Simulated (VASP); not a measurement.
# Ti3Al (P1) in VASP: a series of runs

Ti3Al is run at these levels: PBE; tasks: single point.

All numbers are computed with VASP 6.6.1; they aren't measurements. Logs are shortened: lines on timing, memory, paths and dates and some standing lists are left out, and cuts for length are marked.

### 1 The cell of the first run

The typed cell holds 16 atoms: a = 7.175 Å, b = 6.978 Å, c = 7.073 Å, α = 109.04°, β = 110.17°, γ = 109.22°.

### 2 Single point, PBE

The input, INCAR:

```
PREC = Accurate ; ENCUT = 520
EDIFF = 1E-6 ; ISMEAR = 0
SIGMA = 0.1 ; LREAL = Auto
LASPH = True ; NELM = 80
ALGO = Fast ; ISIF = 2
LWAVE = False ; LCHARG = False
GGA = PE ; NBANDS = 92
ISYM = 0
```

The input, KPOINTS:

```
Automatic mesh
0
Gamma
  2 2 2
  0.5 0.5 0.5
```

The input, POSCAR:

```
Ti3Al
1.0
   -4.1218165228      4.1837513390     -4.1218633096
    4.0365528503      4.0132384816      4.0366141246
    4.1183695949     -4.0985021540     -4.0331671968
Al Ti
4 12
Direct
    0.0028501980      0.2515152263      0.7556778186
    0.4922833175      0.9954182469      0.4999390810
    0.2576913170      0.2519990319      0.4999647876
    0.7470176932      0.9957399223      0.2442294298
    0.2432297956      0.9924851448      0.7516974848
    0.7584604889      0.5065411219      0.7515305132
    0.5004515591      0.7491098188      0.7510619783
   -0.0006373183      0.5015210017      0.4998412183
    0.5068075107      0.2549057228      0.2482659905
    0.7504499614      0.7459696456      0.5000637490
    1.0005091170      1.0032612681      1.0025097508
    0.2493712808      0.4979999803      0.2488564194
    0.9914817870      0.7407657209      0.2482246238
    0.7493908099      0.2439699624      0.9972699068
    0.4981937199      0.5007298348     -0.0024207114
    0.2518137934      0.7465943995      0.0024155024
```

Potentials or basis: VASP PAW PBE potentials, release 64 (Al, Ti_sv).

Launch:

```bash
cat potpaw_PBE.64/Al/POTCAR potpaw_PBE.64/Ti_sv/POTCAR > POTCAR
mpirun -np 1 vasp_std > vasp.out
```

OUTCAR:

```text
PREC = Accurate
   ENCUT = 520
   EDIFF = 1E-6
   ISMEAR = 0
   LREAL = Auto
   LASPH = True
   NELM = 80
   ISIF = 2
   GGA = PE
   ISYM = 0

 ion  position               nearest neighbor table
   1  0.003  0.252  0.756-  16 2.83  11 2.83  12 2.84   5 2.88   6 2.88  10 2.89  14 2.89   8 2.89
                            15 2.89   4 2.95   3 2.98   2 2.98
   2  0.492  0.995  0.500-   3 2.83  12 2.85   7 2.85  14 2.87  16 2.87  13 2.93   5 2.93   6 2.93
                             9 2.93  10 2.93   4 2.98   1 2.98
   3  0.258  0.252  0.500-   2 2.83   7 2.84  12 2.84  11 2.87  15 2.87   6 2.93   9 2.93  13 2.93
                             5 2.93   8 2.93   1 2.98   4 2.98
   4  0.747  0.996  0.244-  15 2.83  14 2.83   7 2.84   9 2.88  13 2.88  10 2.89  16 2.89   8 2.89
                            11 2.89   1 2.95   2 2.98   3 2.98
   5  0.243  0.992  0.752-   8 2.81  16 2.84   9 2.86  10 2.88   1 2.88  11 2.88   7 2.89  13 2.90
                            15 2.91   2 2.93   3 2.93
   6  0.758  0.507  0.752-  10 2.81  11 2.84  13 2.87   8 2.88   1 2.88  16 2.88   7 2.89   9 2.90
                            14 2.91   3 2.93   2 2.93
   7  0.500  0.749  0.751-  14 2.83  15 2.83   4 2.84   3 2.84   2 2.85   6 2.89   5 2.89  12 2.89
                            16 2.92
   8  0.999  0.502  0.500-  13 2.81   5 2.81  10 2.85   9 2.88   6 2.88   4 2.89   1 2.89  14 2.90
                            16 2.90   3 2.93
   9  0.507  0.255  0.248-  10 2.81  15 2.84   5 2.86   8 2.88   4 2.88  14 2.88  12 2.89   6 2.90
                            16 2.91   3 2.93   2 2.93
  10  0.750  0.746  0.500-   6 2.81   9 2.81   8 2.85   5 2.88  13 2.88   1 2.89   4 2.89  11 2.90
                            15 2.90   2 2.93
  11  0.001  0.003  0.003-  12 2.83   1 2.83  14 2.84   6 2.84   3 2.87   5 2.88   4 2.89  10 2.90
                            13 2.91
  12  0.249  0.498  0.249-  11 2.83  16 2.83   1 2.84   3 2.84   2 2.85   9 2.89  13 2.89   7 2.89
                            14 2.92
  13  0.991  0.741  0.248-   8 2.81  14 2.84   6 2.87  10 2.88   4 2.88  15 2.88  12 2.89   5 2.90
                            11 2.91   2 2.93   3 2.93
  14  0.749  0.244  0.997-   7 2.83   4 2.83  11 2.84  13 2.84   2 2.87   9 2.88   1 2.89   8 2.90
                             6 2.91  12 2.92
  15  0.498  0.501  0.998-   7 2.83   4 2.83   9 2.84  16 2.84   3 2.87  13 2.88   1 2.89  10 2.90
                             5 2.91
  16  0.252  0.747  0.002-  12 2.83   1 2.83  15 2.84   5 2.84   2 2.87   6 2.88   4 2.89   8 2.90
                             9 2.91   7 2.92

IMPORTANT INFORMATION: All symmetrisations will be switched off!
NOSYMM: (Re-)initialisation of all symmetry stuff for point group C_1.

----------------------------------------------------------------------------------------

                                     Primitive cell

  volume of cell :     272.5055

  direct lattice vectors                    reciprocal lattice vectors
    -4.121816523  4.183751339 -4.121863310     0.001313771  0.120747497 -0.121362011
     4.036552850  4.013238482  4.036614125     0.123913939  0.123297795  0.001236527
     4.118369595 -4.098502154 -4.033167197     0.122677178  0.000000234 -0.122675548

  length of vectors
     7.175158804  6.978115477  7.072844241     0.171202867  0.174810010  0.173490577

  position of ions in fractional coordinates (direct lattice)
     0.002850198  0.251515226  0.755677819
     0.492283317  0.995418247  0.499939081
     0.257691317  0.251999032  0.499964788
     0.747017693  0.995739922  0.244229430
     0.243229796  0.992485145  0.751697485
     0.758460489  0.506541122  0.751530513
[... 8 lines left out ...]
     0.498193720  0.500729835  0.997579289
     0.251813793  0.746594399  0.002415502

  ion indices of the primitive-cell ions
   primitive index   ion index
                 1           1
                 2           2
                 3           3
                 4           4
                 5           5
                 6           6
[... 8 lines left out ...]
                15          15
                16          16

----------------------------------------------------------------------------------------

 KPOINTS: Automatic mesh

Automatic generation of k-mesh.
 Grid dimensions read from file:
 generate k-points for:    2    2    2

 Generating k-lattice:

  Cartesian coordinates                     Fractional coordinates (reciprocal lattice)
     0.000656886  0.060373749 -0.060681006     0.500000000 -0.000000000  0.000000000
     0.061956969  0.061648897  0.000618263    -0.000000000  0.500000000 -0.000000000
     0.061338589  0.000000117 -0.061337774     0.000000000 -0.000000000  0.500000000

  Length of vectors
     0.085601434  0.087405005  0.086745288

  Shift w.r.t. Gamma in fractional coordinates (k-lattice)
     0.500000000  0.500000000  0.500000000

 Subroutine IBZKPT returns following result:
 ===========================================

 Found      4 irreducible k-points:

 Following reciprocal coordinates:
            Coordinates               Weight
  0.250000  0.250000  0.250000      2.000000
 -0.250000  0.250000  0.250000      2.000000
  0.250000 -0.250000  0.250000      2.000000
 -0.250000 -0.250000  0.250000      2.000000
   k-points           NKPTS =      4   k-points in BZ     NKDIM =      4   number of bands    NBANDS=     92
   number of dos      NEDOS =    301   number of ions     NIONS =     16
   total plane-waves  NPLWV = 157464
   dimension x,y,z NGX =    54 NGY =   54 NGZ =   54
   dimension x,y,z NGXF=   108 NGYF=  108 NGZF=  108
   ions per type =               4  12
   NGX,Y,Z   is equivalent  to a cutoff of  12.51, 12.86, 12.69 a.u.
   NGXF,Y,Z  is equivalent  to a cutoff of  25.02, 25.73, 25.39 a.u.
 SYSTEM =  unknown system
   PREC   = accura    normal or accurate (medium, high low for compatibility)
   ISTART =      0    job   : 0-new  1-cont  2-samecut
   ICHARG =      2    charge: 1-file 2-atom 10-const
   ISPIN  =      1    spin polarized calculation?
   LNONCOLLINEAR =      F non collinear calculations
   LSORBIT =      F    spin-orbit coupling
   LASPH  =      T    aspherical Exc in radial PAW
   ENCUT  =  520.0 eV  38.22 Ry    6.18 a.u.  13.34 12.97 13.15*2*pi/ulx,y,z
   NELM   =     80;   NELMIN=  2; NELMDL= -5     # of ELM steps
   EDIFF  = 0.1E-05   stopping-criterion for ELM
   LREAL  =      T    real-space projection
   EDIFFG = 0.1E-04   stopping-criterion for IOM
   NSW    =      0    number of steps for IOM
   IBRION =     -1    ionic relax: 0-MD 1-quasi-New 2-CG
   NFREE  =      0    steps in history (QN), initial steepest desc. (CG)
   ISIF   =      2    stress and relaxation
   ISYM   =      0    0-nonsym 1-usesym 2-fastsym
   POTIM  = 0.5000    time-step for ionic-motion
   TEBEG  =    0.0;   TEEND  =   0.0 temperature during run
   PSTRESS=    0.0 pullay stress
   NELECT =     156.0000    total number of electrons
   NUPDOWN=      -1.0000    fix difference up-down
   EMIN   =  10.00;   EMAX   =-10.00  energy-range for DOS
   EFERMI =   0.00;   METHOD = LEGACY
   ISMEAR =     0;   SIGMA  =   0.10  broadening in eV -4-tet -1-fermi 0-gaus
   EFERMI_NEDOS =   21; number of points for ismear=-14 and -15
   IALGO  =     68    algorithm
   IMIX   =      4    mixing-type and parameters
     AMIX     =   0.40;   BMIX     =  1.00
     AMIX_MAG =   1.60;   BMIX_MAG =  1.00
  volume/ion in A,a.u.               =      17.03       114.93
  Fermi-wavevector in a.u.,A,eV,Ry     =   1.359329  2.568759 25.140510  1.847775
  Thomas-Fermi vector in A             =   2.486086
   LORBIT       =      0    0 simple, 1 ext, 2 COOP (PROOUT), +10 PAW based schemes
   GGA     = PE    functional components
   LHFCALC =     F    Hartree Fock is set to
   AEXX    =    0.0000 exact exchange contribution
   IVDW    =     0    specifies the selected vdW correction
   LEPSILON=     F    determine dielectric tensor
   LRPA    =     F    only Hartree local field effects (RPA)
 non-spin polarized calculation
 RMM-DIIS sequential band-by-band and
 Gauss-broadening in eV      SIGMA  =   0.10
  energy-cutoff  :      520.00
  volume of cell :      272.51
 maximum number of plane-waves:      7349
 NGX is ok and might be reduce to    54
   NGX = 27   NGY = 25   NGZ = 27

 number of electron     156.0000020 magnetization

 Free energy of the ion-electron system (eV)
  ---------------------------------------------------
  ext. energy  EPLUGINS =         0.00000000
  ---------------------------------------------------
  free energy    TOTEN  =      -111.39096598 eV

  energy without entropy =     -111.30390462  energy(sigma->0) =     -111.34743530

 E-fermi :   8.0682     XC(G=0): -11.2143

 val. band max:        8.0289614963   @ k =  -0.2500   0.2500   0.2500
 cond. band min:       8.0751793547   @ k =   0.2500   0.2500   0.2500
 fundamental gap:      0.0462178585
 Fermi energy:         8.0682341098

 k-point     1 :       0.2500    0.2500    0.2500
  band No.  band energies     occupation
      1     -48.6118      2.00000
      2     -48.5735      2.00000
      3     -48.5686      2.00000
      4     -48.5479      2.00000
      5     -48.5278      2.00000
      6     -48.5250      2.00000
[... 82 lines left out ...]
     89       9.0201      0.00000
     90       9.0332      0.00000

 k-point     2 :      -0.2500    0.2500    0.2500
  band No.  band energies     occupation
      1     -48.6171      2.00000
      2     -48.5684      2.00000
      3     -48.5597      2.00000
      4     -48.5473      2.00000
      5     -48.5345      2.00000
      6     -48.5226      2.00000
[... 82 lines left out ...]
     89       9.0395      0.00000
     90       9.1363      0.00000

 k-point     3 :       0.2500   -0.2500    0.2500
  band No.  band energies     occupation
      1     -48.6171      2.00000
      2     -48.5684      2.00000
      3     -48.5597      2.00000
      4     -48.5472      2.00000
      5     -48.5344      2.00000
      6     -48.5227      2.00000
[... 82 lines left out ...]
     89       9.0498      0.00000
     90       9.1526      0.00000

 k-point     4 :      -0.2500   -0.2500    0.2500
  band No.  band energies     occupation
      1     -48.6174      2.00000
      2     -48.5660      2.00000
      3     -48.5639      2.00000
      4     -48.5454      2.00000
      5     -48.5305      2.00000
      6     -48.5252      2.00000
[... 82 lines left out ...]
     89       9.0470      0.00000
     90       9.2218      0.00000
 [bands above 90 left out]

------------------------ aborting loop because EDIFF is reached ----------------------------------------

  FORCE on cell =-STRESS in cart. coord.  units (eV):
  Direction    XX          YY          ZZ          XY          YZ          ZX
  --------------------------------------------------------------------------------------
  -------------------------------------------------------------------------------------
  Total       -0.2937851     -0.1373157     -0.3024360      0.0486095      0.0471058      0.0563516
  in kB       -1.7272888     -0.8073382     -1.7781513      0.2857962      0.2769556      0.3313150
  external PRESSURE =      -1.4375928 kB  Pullay stress =       0.0000000 kB

 VOLUME and BASIS-vectors are now :
 -----------------------------------------------------------------------------
  energy-cutoff  :      520.00
  volume of cell :      272.51
      direct lattice vectors                 reciprocal lattice vectors
    -4.121816523  4.183751339 -4.121863310     0.001313771  0.120747497 -0.121362011
     4.036552850  4.013238482  4.036614125     0.123913939  0.123297795  0.001236527
     4.118369595 -4.098502154 -4.033167197     0.122677178  0.000000234 -0.122675548

 POSITION                                       TOTAL-FORCE (eV/Angst)
 -----------------------------------------------------------------------------------
      4.11567     -2.07583     -2.04425         0.016299      0.004476     -0.009043
      4.04789      4.00544     -0.02734        -0.021504      0.009251     -0.019029
      2.01409      0.04034     -2.06139         0.022105     -0.008896      0.020881
      1.94611      6.12050     -0.04471        -0.009296      0.004215      0.016782
      6.09944      1.91986     -0.02800        -0.010635     -0.007831      0.016592
      2.01353      2.12593     -4.11261        -0.005870      0.001691     -0.001699
[... 8 lines left out ...]
      4.07616      0.00529     -4.05564        -0.010025     -0.025323     -0.016704
      1.98569      4.03989      1.96603         0.016290      0.020206      0.006537
 -----------------------------------------------------------------------------------
    total drift:                               -0.022476     -0.034977     -0.024361

  FREE ENERGIE OF THE ION-ELECTRON SYSTEM (eV)
  ---------------------------------------------------
  free  energy   TOTEN  =      -111.3909659774 eV

  energy  without entropy=     -111.3039046241  energy(sigma->0) =     -111.34743530
```

It took 15 min on 1 thread of Intel Xeon Platinum 8259CL at 2.50GHz (Skylake/Cascade Lake), shared host; peak memory 0.41 GiB.

Results:

* Free energy: -111.3910 eV
* Pressure: -0.1 GPa
* Largest force: 0.036 eV/Å
* Band gap on the k mesh: zero (bands 78 and 79 overlap by 0.07 eV)

Forces in eV/Å, atoms in the order of the input:
```
Al   0.016  0.004 -0.009
Al  -0.022  0.009 -0.019
Al   0.022 -0.009  0.021
Al  -0.009  0.004  0.017
Ti  -0.011 -0.008  0.017
Ti  -0.006  0.002 -0.002
Ti   0.018  0.006 -0.009
Ti  -0.004 -0.016 -0.004
Ti  -0.001  0.004 -0.008
Ti  -0.012  0.011 -0.008
Ti  -0.024 -0.025 -0.012
Ti  -0.009  0.006  0.021
Ti   0.016 -0.007 -0.008
Ti   0.017  0.022  0.015
Ti  -0.010 -0.025 -0.017
Ti   0.016  0.020  0.007
```

Levels at points of the mesh, in eV from the Fermi level:
```csv
k point,band 74,band 75,band 76,band 77,band 78,band 79,band 80,band 81,band 82,band 83
"(0.25, 0.25, 0.25)",-0.46,-0.33,-0.33,-0.12,0.01,0.12,0.12,0.29,0.42,0.49
```

Caveat: the k points lie up to 0.54 Å⁻¹ apart.

### 3 Single point, PBE

The input, INCAR:

```
SYSTEM = Ti3Al
PREC = Accurate
ENCUT = 520
EDIFF = 1E-6
ISMEAR = 0
SIGMA = 0.1
LREAL = Auto
LASPH = .TRUE.
NELM = 100
ALGO = Fast
ISIF = 2
LWAVE = .FALSE.
LCHARG = .FALSE.
GGA = PE
ISYM = 0
NBANDS = 92
```

KPOINTS is that of step 2.

The input, POSCAR:

```
Ti3Al
1.0
   -4.0324388826      4.0346302155     -4.0122527529
    4.0324150101      4.1217736453      4.0994200551
    4.1195381341     -4.1217975178     -4.1865193067
Al Ti
4 12
Direct
    0.4965968368      0.7497844118      0.7412392859
    0.7532607726      0.0066423385      0.2531201127
    0.7531476328      0.7497999919      0.5079186086
    0.4964026541      0.4929250733      0.9962521190
    0.2506248150      1.0011901182      0.7502907977
    1.0018459668      0.2462508935      0.7470562207
    0.4935660419      0.0017769385      0.4923485715
    0.7563372383      0.4978357023      0.7568268269
    0.2479155171      0.2532003102      0.5020708251
   -0.0007969958      0.4983442403      0.4989641747
    0.5050694255      0.2531253816      0.2503692250
    1.0083867623      1.0016534331      1.0087250467
    0.2414762670      0.4977271242      0.2404536320
    1.0021351360      0.7498471812      0.2492296989
    0.7447528153      0.2465363967      0.9988045984
    0.2474737612      0.7496320435      0.0001590612
```

Potentials or basis: VASP PAW PBE potentials, release 64 (Al, Ti_sv).

Launch:

```bash
cat potpaw_PBE.64/Al/POTCAR potpaw_PBE.64/Ti_sv/POTCAR > POTCAR
mpirun -np 1 vasp_std > vasp.out
```

Run time: 15 min. Hardware: 1 thread of Intel Xeon Platinum 8259CL at 2.50GHz (Skylake/Cascade Lake), shared host; peak memory 0.42 GiB.

The run converged. Its results:

```yaml
Free_energy: -111.3908 eV
Pressure: -0.1 GPa
Largest_force: 0.058 eV/Å
Band_gap_on_the_k_mesh: zero (bands 78 and 79 overlap by 0.07 eV)
```

Forces on the atoms (eV/Å):
```
Al   0.020 -0.021 -0.024
Al  -0.025 -0.012  0.003
Al  -0.026  0.019  0.020
Al   0.009  0.019 -0.001
Ti  -0.002 -0.004 -0.002
Ti   0.034 -0.009  0.020
Ti  -0.011 -0.032  0.012
Ti   0.021  0.039 -0.019
Ti  -0.044  0.002 -0.019
Ti   0.011  0.008  0.004
Ti   0.005 -0.045  0.004
Ti  -0.018 -0.019 -0.006
Ti   0.049  0.014  0.026
Ti  -0.024  0.019 -0.014
Ti  -0.009  0.034 -0.017
Ti   0.009 -0.012  0.010
```

Stress tensor (GPa, compression positive):
```
-0.13 -0.11  0.04
-0.11 -0.14 -0.04
 0.04 -0.04 -0.04
```

Levels at points of the mesh, in eV from the Fermi level:
| k point | band 76 | band 77 | band 78 | band 79 | band 80 | band 81 |
| --- | --- | --- | --- | --- | --- | --- |
| (0.25, 0.25, 0.25) | -0.33 | -0.12 | 0.01 | 0.12 | 0.12 | 0.29 |

Caveat: the k points lie up to 0.55 Å⁻¹ apart.

The gap in the log of VASP goes by the Fermi energy; the results here count the filled bands.